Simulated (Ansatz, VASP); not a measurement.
# MgO in VASP and in Ansatz

File INCAR:

```
SYSTEM = MgO
PREC     = Accurate       ! precision mode
ENCUT    = 600            ! plane-wave cutoff, eV
EDIFF    = 1E-7           ! SCF threshold, eV
ISMEAR   = -1             ! smearing method
SIGMA    = 0.02           ! smearing width, eV
LREAL    = .False.        ! projectors in reciprocal space
LASPH    = .True.         ! aspherical terms in the spheres
NELM     = 120            ! most SCF steps
ALGO     = Normal         ! electronic algorithm
ISIF     = 3              ! what is computed and relaxed
LWAVE    = .False.        ! write WAVECAR
LCHARG   = .False.        ! write CHGCAR
GGA      = PS             ! functional
IBRION   = 2              ! ionic algorithm
NSW      = 80             ! ionic steps
EDIFFG   = -0.01          ! ionic threshold
GGA_COMPAT= .False.      
NELMIN   = 4
```

The input KPOINTS:

```
Automatic mesh
0
Gamma
  9 9 9
  0 0 0
```

The input POSCAR:

```
MgO
1.0
    0.0000000000      2.1085000000      2.1085000000
    2.1085000000      0.0000000000      2.1085000000
    2.1085000000      2.1085000000      0.0000000000
Mg O
1 1
Direct
    0.0000000000      0.0000000000      0.0000000000
    0.5000000000      0.5000000000      0.5000000000
```

Input for Ansatz:

```yaml
crystal:
  lattice:
    - [0.0, 2.1085, 2.1085]
    - [2.1085, 0.0, 2.1085]
    - [2.1085, 2.1085, 0.0]
  atoms:
    - { symbol: Mg, position: [0.0, 0.0, 0.0] }
    - { symbol: O, position: [0.5, 0.5, 0.5] }
kpoints:
  mp_grid: { grid: [9, 9, 9] }
scf:
  occupations: { method: fermi_dirac, width: 0.02 }
hamiltonian:
  xc: pbesol
  pseudopotentials: { kind: paw, azcp: { folder: soft_1 } }
output:
  forces: true
  stress: true
  populations: true
  efg:
    quadrupole_moments_barn: { Mg: 0.1994, O: -0.02558 }
    contact_densities: true
  write_density: true
  write_potential: true
  elf: true
  volumetric_format: npy
relax:
  f_tol: 0.01
  max_steps: 60
  cell: {}
```

Alike in both runs: task relaxation of cell and atoms; functional PBEsol; k mesh 9 × 9 × 9; occupations fermi-dirac, width 0.02 eV; no spin polarisation.

|  | VASP | Ansatz |
| --- | --- | --- |
| version | VASP 6.6.1 | Ansatz 0.2.0 |
| potentials or method | VASP PAW PBE potentials, release 64 (Mg, O) | plane-wave PAW, scalar-relativistic |
| plane-wave cutoff (eV) | 600 | 420 |
| valence electrons in the cell | 8 | 16 |

Ansatz gave:

* gap on the k mesh at the Fermi level, each at its own relaxed structure (eV): 4.62
* relaxed volume (Å³/atom): 9.36
* relaxed cell length with the largest relative difference (Å): 2.980

Task: What did VASP give for the same quantities?

Result: gap on the k mesh at the Fermi level, each at its own relaxed structure (eV): 4.67; relaxed volume (Å³/atom): 9.31; relaxed cell length with the largest relative difference (Å): 2.975.

VASP's potentials were made for PBE, not for PBEsol, and Ansatz warns of the same on its side. VASP's potentials hold 8 valence electrons a cell and Ansatz's 16, so a difference there can come from the potentials and not from the codes.
